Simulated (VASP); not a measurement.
Wanted: the native input for a VASP 6.6.1 run.

```yaml
Task: single point
Functional: LDA
Potentials_or_basis: VASP PAW LDA potentials, release 64 (Sr_sv, Ba_sv)
Cutoff: 500 eV
k_mesh: 3 × 3 × 3
Occupations: fermi-dirac, width 0.05 eV
Spin: no spin polarisation
Dipole_correction: no
Further_INCAR_settings: ALGO = Normal; EDIFF = 1e-06; NBANDS = 28
```

The structure of Ba3Sr lies in POSCAR:

```
Ba3Sr
1.0
    6.0147063619      0.0000000000      0.0000000000
    0.0000000000      6.0147063619      0.0000000000
    0.0000000000      0.0000000000      6.0147063619
Sr Ba
1 3
Direct
    0.0000000000      0.0000000000      0.0000000000
    0.0000000000      0.5000000000      0.5000000000
    0.5000000000      0.0000000000      0.5000000000
    0.5000000000      0.5000000000      0.0000000000
```

The input as run:

INCAR

```
SYSTEM = Ba3Sr
PREC = Accurate
ENCUT = 500
EDIFF = 1E-6
ISMEAR = -1
SIGMA = 0.05
LREAL = .False.
LASPH = .True.
NELM = 120
ALGO = Normal
ISIF = 2
LWAVE = .False.
LCHARG = .True.
GGA = CA
LELF = .True.
LVHAR = .True.
NBANDS = 28
GGA_COMPAT = .False.
```

KPOINTS

```
Automatic mesh
0
Gamma
  3 3 3
  0 0 0
```

Potentials or basis: VASP PAW LDA potentials, release 64 (Sr_sv, Ba_sv).

Launch:

```console
$ cat potpaw_LDA.64/Sr_sv/POTCAR potpaw_LDA.64/Ba_sv/POTCAR > POTCAR
$ mpirun -np 1 vasp_std > vasp.out
```

It gave:

```json
{
  "Pressure": "-0.1 GPa",
  "Band gap on the k mesh": "zero (bands 20 and 21 overlap by 0.29 eV)"
}
```

Caveat: spin-orbit coupling is left out, which moves the levels of the heavy elements.

Wall time 46 s on 1 thread of Intel Xeon 8259CL (shared host), peak memory 0.25 GiB.
